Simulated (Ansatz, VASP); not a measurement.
## One calculation of MnO, two programs

```
Mn O
1.0
     0.00000    2.05055    2.05055
     2.05055    0.00000    2.05055
     2.05055    2.05055    0.00000
Mn O
1 1
Direct
  0.00000 0.00000 0.00000
  0.50000 0.50000 0.50000
```

Alike in both runs: task single point; functional PBE; k mesh 14 × 14 × 14; occupations gaussian, width 0.05 eV; no spin polarisation.

|  | VASP | Ansatz |
| --- | --- | --- |
| version | VASP 6.6.1 | Ansatz 0.2.0 |
| potentials or method | VASP PAW PBE potentials, release 64 (Mn_pv, O), cutoff 600 eV | scalar-relativistic, plane waves, PAW |
| valence electrons in the cell | 19 | 21 |

VASP gave:

| Quantity | Value |
| --- | --- |
| gap on the k mesh at the Fermi level (eV) | none |
| pressure (GPa) | 0.9 |

**Question.** Estimate Ansatz's values.

**Answer.** gap on the k mesh at the Fermi level (eV): none; pressure (GPa): 0.2.

A gap of «none» marks a metal or a gap that the smearing closes. The functional is the same, so the differences come from potentials, cutoffs and numerics. VASP's potentials hold 19 valence electrons a cell and Ansatz's 21, so a difference there can come from the potentials and not from the codes.
